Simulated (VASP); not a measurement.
The system is Tl.

```
Tl
1.0
     3.50148    0.00000    0.00000
    -1.75074    3.03237    0.00000
     0.00000    0.00000    5.59771
Tl
2
Direct
  0.33333 0.66667 0.25000
  0.66667 0.33333 0.75000
```

| Item | Value |
| --- | --- |
| Program | VASP 6.6.1 |
| Task | relaxation of cell and atoms |
| Functional | PBEsol |
| Potentials or basis | VASP PAW PBE potentials, release 64 (Tl_d) |
| Cutoff | 600 eV |
| k mesh | 11 × 11 × 6 |
| Occupations | fermi-dirac, width 0.05 eV |
| Spin | no spin polarisation |

At the start: pressure -1.3 GPa; volume 29.72 Å³/atom.

**Question.** How do energy, volume and symmetry change on relaxing?

**Answer.** Over 6 steps the energy falls by 4.7 meV/atom and the volume is 28.58 Å³/atom (-3.8 %); space group P6_3/mmc (No. 194, to 0.05 Å).

The path:
| step | energy change (eV) | largest force (eV/Å) | pressure (GPa) | volume (Å³) |
| --- | --- | --- | --- | --- |
| 1 | 0.0000 | 0.0000 | -1.28 | 59.44 |
| 2 | -0.0093 | 0.0000 | -0.15 | 57.41 |
| 3 | -0.0094 | 0.0000 | 0.01 | 57.18 |
| 4 | -0.0094 | 0.0000 | -0.03 | 57.22 |
| 5 | -0.0094 | 0.0000 | -0.04 | 57.21 |
| 6 | -0.0095 | 0.0000 | -0.01 | 57.17 |

Final structure:
```
Tl
1.0
     3.45331    0.00000    0.00000
    -1.72665    2.99065    0.00000
     0.00000    0.00000    5.53548
Tl
2
Direct
  0.33333 0.66667 0.25000
  0.66667 0.33333 0.75000
```

Caveat: the PAW data sets were made with another functional, which shifts forces and pressure a little.
